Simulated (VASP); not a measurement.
# BN (Cm) in VASP: notebook

The runs below take BN through single point, with PBE+D3(BJ).

Program: VASP 6.6.1. These are calculated values, not measurements. Logs are shortened: lines on timing, memory, paths and dates and some standing lists are left out, and cuts for length are marked.

### 1 The cell of the first run

Symmetry: Cm, No. 8, monoclinic system. Conventional cell: a = 4.332 Å, b = 2.503 Å, c = 4.112 Å, α = 90.00°, β = 121.79°, γ = 90.00°. B (site symmetry m) has 1 N at 1.09 Å within 1.5 Å. Within 1.5 Å of N (site symmetry m) lie 1 B at 1.09 Å.

### 2 Single point, PBE+D3(BJ) (atom 2 (N) moved by (-0.450, +0.450) A along y and z)

The input, INCAR:

```
  PREC = Accurate
  ENCUT = 600
  EDIFF = 1E-6
  ISMEAR = 0
  SIGMA = 0.05
  LREAL = F
  LASPH = T
  NELM = 120
  ALGO = Normal
  ISIF = 2
  LWAVE = F
  LCHARG = T
  GGA = PE
  IVDW = 12
  LELF = T
  LVHAR = T
  NBANDS = 11
  GGA_COMPAT = F
```

The input, KPOINTS:

```
regular mesh
0
Gamma
  12 12 12
```

The input, POSCAR:

```
BN
1.0
    0.0000000000      3.4953158300      2.1660912400
    1.2516321000      0.0000000000      2.1660912400
    1.2516321000      3.4953158300      0.0000000000
B N
1 1
Direct
    0.0000486500      0.0000486500      0.9999513500
    0.7061532154      0.8348969462      0.1651030538
```

Potentials or basis: VASP PAW PBE potentials, release 64 (B, N).

The run is started by

```
> cat potpaw_PBE.64/B/POTCAR potpaw_PBE.64/N/POTCAR > POTCAR
> mpirun -np 1 vasp_std > vasp.out
```

OUTCAR:

```text
PREC = Accurate
   ENCUT = 600
   EDIFF = 1E-6
   ISMEAR = 0
   LREAL = F
   LASPH = T
   NELM = 120
   ISIF = 2
   GGA = PE
   IVDW = 12
 IVDW          = 12

 ion  position               nearest neighbor table
   1  0.000  0.000  1.000-   2 1.09   2 1.77   2 1.77
   2  0.706  0.835  0.165-   1 1.09   1 1.77   1 1.77

  LATTYP: Found a face centered orthorhombic cell.
 ALAT       =     2.5032642000
 B/A-ratio  =     1.7306133647
 C/A-ratio  =     2.7926064137

  Lattice vectors:

 A1 = (   0.0000000000,   3.4953158300,   2.1660912400)
 A2 = (  -1.2516321000,   3.4953158300,   0.0000000000)
 A3 = (  -1.2516321000,   0.0000000000,   2.1660912400)

Analysis of symmetry for initial positions (statically):
=====================================================================
 Subroutine PRICEL returns:
 Original cell was already a primitive cell.

 Routine SETGRP: Setting up the symmetry group for a
 face centered orthorhombic supercell.

 Subroutine GETGRP returns: Found  2 space group operations
 (whereof  2 operations were pure point group operations)
 out of a pool of  8 trial point group operations.

The static configuration has the point symmetry C_1h.

Analysis of symmetry for dynamics (positions and initial velocities):
=====================================================================
 Subroutine PRICEL returns:
 Original cell was already a primitive cell.

 Routine SETGRP: Setting up the symmetry group for a
 face centered orthorhombic supercell.

 Subroutine GETGRP returns: Found  2 space group operations
 (whereof  2 operations were pure point group operations)
 out of a pool of  8 trial point group operations.

The dynamic configuration has the point symmetry C_1h.

 Subroutine INISYM returns: Found  2 space group operations
 (whereof  2 operations are pure point group operations),
 and found     1 'primitive' translations

----------------------------------------------------------------------------------------

                                     Primitive cell

  volume of cell :      18.9526

  direct lattice vectors                    reciprocal lattice vectors
     0.000000000  3.495315830  2.166091240    -0.399478409  0.143048590  0.230830535
     1.251632100  0.000000000  2.166091240     0.399478409 -0.143048590  0.230830535
     1.251632100  3.495315830  0.000000000     0.399478409  0.143048590 -0.230830535

  length of vectors
     4.112077822  2.501706252  3.712656147     0.483041027  0.483041027  0.483041027

  position of ions in fractional coordinates (direct lattice)
     0.000048650  0.000048650  0.999951350
     0.706153215  0.834896946  0.165103054

  ion indices of the primitive-cell ions
   primitive index   ion index
                 1           1
                 2           2

----------------------------------------------------------------------------------------

 KPOINTS: regular mesh

Automatic generation of k-mesh.
 Grid dimensions read from file:
 generate k-points for:   12   12   12

 Generating k-lattice:

  Cartesian coordinates                     Fractional coordinates (reciprocal lattice)
    -0.033289867  0.011920716  0.019235878     0.083333333  0.000000000  0.000000000
     0.033289867 -0.011920716  0.019235878     0.000000000  0.083333333  0.000000000
     0.033289867  0.011920716 -0.019235878     0.000000000  0.000000000  0.083333333

  Length of vectors
     0.040253419  0.040253419  0.040253419

  Shift w.r.t. Gamma in fractional coordinates (k-lattice)
     0.000000000  0.000000000  0.000000000

 Subroutine IBZKPT returns following result:
 ===========================================

 Found    476 irreducible k-points:

 Following reciprocal coordinates:
            Coordinates               Weight
  0.000000  0.000000  0.000000      1.000000
  0.083333  0.000000 -0.000000      4.000000
  0.000000  0.083333  0.000000      4.000000
  0.166667  0.000000 -0.000000      4.000000
  0.000000  0.166667  0.000000      4.000000
  0.250000  0.000000  0.000000      4.000000
[... 16 lines left out ...]
  0.500000  0.083333 -0.000000      4.000000
  0.083333  0.500000  0.000000      4.000000
 [... further k-points ...]
   k-points           NKPTS =    476   k-points in BZ     NKDIM =    476   number of bands    NBANDS=     11
   number of dos      NEDOS =    301   number of ions     NIONS =      2
   total plane-waves  NPLWV =  21600
   dimension x,y,z NGX =    36 NGY =   20 NGZ =   30
   dimension x,y,z NGXF=    72 NGYF=   40 NGZF=   60
   ions per type =               1   1
   NGX,Y,Z   is equivalent  to a cutoff of  14.55, 13.29, 13.43 a.u.
   NGXF,Y,Z  is equivalent  to a cutoff of  29.11, 26.58, 26.87 a.u.
 SYSTEM =  unknown system
   PREC   = accura    normal or accurate (medium, high low for compatibility)
   ISTART =      0    job   : 0-new  1-cont  2-samecut
   ICHARG =      2    charge: 1-file 2-atom 10-const
   ISPIN  =      1    spin polarized calculation?
   LNONCOLLINEAR =      F non collinear calculations
   LSORBIT =      F    spin-orbit coupling
   LASPH  =      T    aspherical Exc in radial PAW
   ENCUT  =  600.0 eV  44.10 Ry    6.64 a.u.   8.21  5.00  7.42*2*pi/ulx,y,z
   NELM   =    120;   NELMIN=  2; NELMDL= -5     # of ELM steps
   EDIFF  = 0.1E-05   stopping-criterion for ELM
   LREAL  =      F    real-space projection
   EDIFFG = 0.1E-04   stopping-criterion for IOM
   NSW    =      0    number of steps for IOM
   IBRION =     -1    ionic relax: 0-MD 1-quasi-New 2-CG
   NFREE  =      0    steps in history (QN), initial steepest desc. (CG)
   ISIF   =      2    stress and relaxation
   ISYM   =      2    0-nonsym 1-usesym 2-fastsym
   POTIM  = 0.5000    time-step for ionic-motion
   TEBEG  =    0.0;   TEEND  =   0.0 temperature during run
   PSTRESS=    0.0 pullay stress
   NELECT =       8.0000    total number of electrons
   NUPDOWN=      -1.0000    fix difference up-down
   EMIN   =  10.00;   EMAX   =-10.00  energy-range for DOS
   EFERMI =   0.00;   METHOD = LEGACY
   ISMEAR =     0;   SIGMA  =   0.05  broadening in eV -4-tet -1-fermi 0-gaus
   EFERMI_NEDOS =   21; number of points for ismear=-14 and -15
   IALGO  =     38    algorithm
   IMIX   =      4    mixing-type and parameters
     AMIX     =   0.40;   BMIX     =  1.00
     AMIX_MAG =   1.60;   BMIX_MAG =  1.00
  volume/ion in A,a.u.               =       9.48        63.95
  Fermi-wavevector in a.u.,A,eV,Ry     =   1.228047  2.320672 20.518928  1.508099
  Thomas-Fermi vector in A             =   2.362987
   LORBIT       =      0    0 simple, 1 ext, 2 COOP (PROOUT), +10 PAW based schemes
   GGA     = PE    functional components
   LHFCALC =     F    Hartree Fock is set to
   AEXX    =    0.0000 exact exchange contribution
   IVDW    =    12    specifies the selected vdW correction
   LEPSILON=     F    determine dielectric tensor
   LRPA    =     F    only Hartree local field effects (RPA)
 non-spin polarized calculation
 Gauss-broadening in eV      SIGMA  =   0.05
  energy-cutoff  :      600.00
  volume of cell :       18.95
 maximum number of plane-waves:       650
 NGX is ok and might be reduce to    36
   NGX = 17   NGY =  9   NGZ = 15

 number of electron       8.0000000 magnetization

 Free energy of the ion-electron system (eV)
  ---------------------------------------------------
  ext. energy  EPLUGINS =         0.00000000
  ---------------------------------------------------
  free energy    TOTEN  =       -11.58556169 eV

  energy without entropy =      -11.58555933  energy(sigma->0) =      -11.58556051

 E-fermi :   3.8339     XC(G=0):  -9.8628

 val. band max:        3.7337602712   @ k =   0.0000   0.0000   0.0000
 cond. band min:       3.9166406040   @ k =   0.0000   0.5000   0.5000
 fundamental gap:      0.1828803329
 Fermi energy:         3.8339227384

 k-point     1 :       0.0000    0.0000    0.0000
  band No.  band energies     occupation
      1     -15.7638      2.00000
      2      -2.5099      2.00000
      3      -1.4851      2.00000
      4       3.7338      1.99539
      5       4.7674      0.00000
      6      11.0802      0.00000
      7      11.7432      0.00000
      8      17.4330      0.00000
      9      22.1650      0.00000
     10      25.6000      0.00000
     11      27.1657      0.00000

 k-point     2 :       0.0833    0.0000   -0.0000
  band No.  band energies     occupation
      1     -15.6317      2.00000
      2      -2.4431      2.00000
      3      -1.6757      2.00000
      4       3.3164      2.00000
      5       4.9409      0.00000
      6      10.4507      0.00000
      7      12.5245      0.00000
      8      17.1972      0.00000
      9      22.1612      0.00000
     10      25.3708      0.00000
     11      27.1590      0.00000

 k-point     3 :       0.0000    0.0833    0.0000
  band No.  band energies     occupation
      1     -15.6313      2.00000
      2      -2.5237      2.00000
      3      -1.5748      2.00000
      4       3.3127      2.00000
      5       4.8978      0.00000
      6      10.4534      0.00000
      7      12.5417      0.00000
      8      17.2858      0.00000
      9      22.1488      0.00000
     10      25.2322      0.00000
     11      27.1764      0.00000

 k-point     4 :       0.1667    0.0000   -0.0000
  band No.  band energies     occupation
      1     -15.2466      2.00000
      2      -2.5048      2.00000
      3      -1.9671      2.00000
      4       2.2762      2.00000
      5       5.4659      0.00000
      6       9.7853      0.00000
      7      13.2164      0.00000
      8      16.8974      0.00000
      9      22.1884      0.00000
     10      23.7427      0.00000
     11      27.5153      0.00000

 k-point     5 :       0.0000    0.1667    0.0000
  band No.  band energies     occupation
      1     -15.2447      2.00000
      2      -2.7782      2.00000
      3      -1.6239      2.00000
      4       2.2526      2.00000
      5       5.3030      0.00000
      6       9.7937      0.00000
      7      13.3880      0.00000
      8      17.1236      0.00000
      9      21.8645      0.00000
     10      23.9383      0.00000
     11      27.2859      0.00000
[... 211 lines left out ...]
 k-point    21 :       0.4167    0.0833    0.0000
  band No.  band energies     occupation
      1     -13.5467      2.00000
      2      -5.0292      2.00000
      3      -0.8595      2.00000
      4      -0.3761      2.00000
      5       6.7615      0.00000
      6       9.2507      0.00000
      7      12.1442      0.00000
      8      17.9678      0.00000
      9      20.3967      0.00000
     10      23.6154      0.00000
     11      25.6841      0.00000

 k-point    22 :       0.0833    0.4167   -0.0000
  band No.  band energies     occupation
      1     -13.5374      2.00000
      2      -5.0993      2.00000
      3      -0.9497      2.00000
      4      -0.0405      2.00000
      5       5.8876      0.00000
      6       9.1905      0.00000
      7      13.8149      0.00000
      8      18.4604      0.00000
      9      20.5492      0.00000
     10      21.4349      0.00000
     11      24.8183      0.00000

 k-point    23 :       0.5000    0.0833   -0.0000
  band No.  band energies     occupation
      1     -13.0115      2.00000
      2      -5.7634      2.00000
      3      -1.0860      2.00000
      4      -0.1828      2.00000
      5       6.8487      0.00000
      6       8.6586      0.00000
      7      12.4321      0.00000
      8      17.7740      0.00000
      9      20.1415      0.00000
     10      23.5950      0.00000
     11      25.4614      0.00000

 k-point    24 :       0.0833    0.5000    0.0000
  band No.  band energies     occupation
      1     -13.0004      2.00000
      2      -5.8130      2.00000
      3      -1.1971      2.00000
      4       0.1802      2.00000
      5       5.7843      0.00000
      6       8.7359      0.00000
      7      14.4056      0.00000
      8      18.5329      0.00000
      9      19.7370      0.00000
     10      21.5563      0.00000
     11      24.1444      0.00000

 [... further k-points ...]

------------------------ aborting loop because EDIFF is reached ----------------------------------------

 Edisp (eV)   -0.26882

 E8    (eV) :    -0.0785

  FORCE on cell =-STRESS in cart. coord.  units (eV):
  Direction    XX          YY          ZZ          XY          YZ          ZX
  --------------------------------------------------------------------------------------
  -------------------------------------------------------------------------------------
  Total       1.72289     1.84685    22.25012     0.00000    12.84015     0.00000
  in kB     145.64549   156.12511  1880.93217     0.00000  1085.45251     0.00000
  external pressure =      727.57 kB  Pullay stress =        0.00 kB

 VOLUME and BASIS-vectors are now :
 -----------------------------------------------------------------------------
  energy-cutoff  :      600.00
  volume of cell :       18.95
      direct lattice vectors                 reciprocal lattice vectors
     0.000000000  3.495315830  2.166091240    -0.399478409  0.143048590  0.230830535
     1.251632100  0.000000000  2.166091240     0.399478409 -0.143048590  0.230830535
     1.251632100  3.495315830  0.000000000     0.399478409  0.143048590 -0.230830535

 POSITION                                       TOTAL-FORCE (eV/Angst)
 -----------------------------------------------------------------------------------
      1.25163      3.49532      0.00021         0.000000      5.168512     28.645077
      1.25163      3.04532      3.33806         0.000000     -5.168512    -28.645077
 -----------------------------------------------------------------------------------
    total drift:                                0.000005      0.000191     -0.000027

  FREE ENERGIE OF THE ION-ELECTRON SYSTEM (eV)
  ---------------------------------------------------
  free  energy   TOTEN  =       -11.8543814817 eV

  energy  without entropy=      -11.8543791220  energy(sigma->0) =      -11.85438030
```

It took 96 s on 1 thread of Intel Xeon 6975P-C, shared host; peak memory 0.26 GiB.

Results:

| Property | Result |
| --- | --- |
| Free energy | -11.8544 eV |
| Pressure | 72.8 GPa |
| Largest force | 29.108 eV/Å |
| Band gap on the k mesh | 0.18 eV, indirect (least direct gap 1.03 eV) |
| Dispersion energy per atom | -0.134 eV |

Forces on the atoms (eV/Å):
```
B     0.000   5.169  28.645
N     0.000  -5.169 -28.645
```

Stress tensor (GPa, compression positive):
```
 14.56   0.00   0.00
  0.00  15.61 108.55
  0.00 108.55 188.09
```

Caveat: the cell differs from its parent crystal (atom 2 (N) moved by (-0.450, +0.450) A along y and z); forces of over 1 eV/Å act on the atoms, so gaps and moduli don't describe the material at rest.

### 3 Single point, PBE+D3(BJ) (atom 2 (N) moved by (-0.450, -0.225) A along y and z)

The input, INCAR:

```
PREC = Accurate ; ENCUT = 600
EDIFF = 1E-6 ; ISMEAR = 0
SIGMA = 0.05 ; LREAL = False
LASPH = True ; NELM = 120
ALGO = Normal ; ISIF = 2
LWAVE = False ; LCHARG = False
GGA = PE ; IVDW = 12
NBANDS = 11 ; GGA_COMPAT = False
```

The input, KPOINTS:

```
Automatic mesh
0
Gamma
  12 12 12
```

Changes to POSCAR since step 2:

```diff
@@ -9,2 +9,2 @@
     0.0000486500      0.0000486500      0.9999513500
-    0.7061532154      0.8348969462      0.1651030538
+    0.5503426042      0.6790863350      0.3209136650
```

Potentials or basis: VASP PAW PBE potentials, release 64 (B, N).

The run is started by

```
> cat potpaw_PBE.64/B/POTCAR potpaw_PBE.64/N/POTCAR > POTCAR
> mpirun -np 1 vasp_std > vasp.out
```

It took 1.9 min on 1 thread of Intel Xeon 6975P-C, shared host; peak memory 0.26 GiB.

Results (log left out):

- Free energy: -16.0129 eV
- Pressure: -1.1 GPa
- Largest force: 6.199 eV/Å
- Band gap on the k mesh: 0.65 eV, indirect (least direct gap 0.86 eV)
- Dispersion energy per atom: -0.134 eV

Forces on the atoms (eV/Å):
```
B    0.000 -4.879 -3.824
N    0.000  4.879  3.824
```

Stress tensor (GPa, compression positive):
```
 14.45   0.00   0.00
  0.00 -25.07 -15.48
  0.00 -15.48   7.47
```

Levels at points of the mesh, in eV from the valence-band top:
| k point | band 1 | band 2 | band 3 | band 4 | band 5 | band 6 | band 7 | band 8 |
| --- | --- | --- | --- | --- | --- | --- | --- | --- |
| (0.00, 0.00, 0.00) | -19.34 | -5.92 | -3.99 | -0.21 | 0.65 | 7.12 | 11.43 | 12.68 |
| (0.50, 0.00, 0.00) | -16.16 | -10.44 | -3.86 | -3.04 | 1.60 | 6.31 | 10.10 | 14.72 |
| (0.00, 0.50, 0.00) | -16.15 | -10.46 | -3.87 | -2.71 | 0.91 | 6.34 | 10.91 | 15.44 |
| (0.50, 0.50, 0.00) | -15.91 | -9.80 | -5.89 | -2.76 | 3.15 | 6.79 | 10.55 | 12.09 |
| (0.50, 0.00, 0.50) | -19.11 | -8.07 | -4.03 | 0.00 | 4.98 | 7.41 | 11.17 | 11.90 |
| (0.00, 0.50, 0.50) | -15.78 | -9.56 | -5.94 | -4.00 | 2.13 | 7.51 | 10.27 | 15.83 |

Caveat: the cell differs from its parent crystal (atom 2 (N) moved by (-0.450, -0.225) A along y and z); forces of over 1 eV/Å act on the atoms, so gaps and moduli don't describe the material at rest.

[end of part 1 of 2]
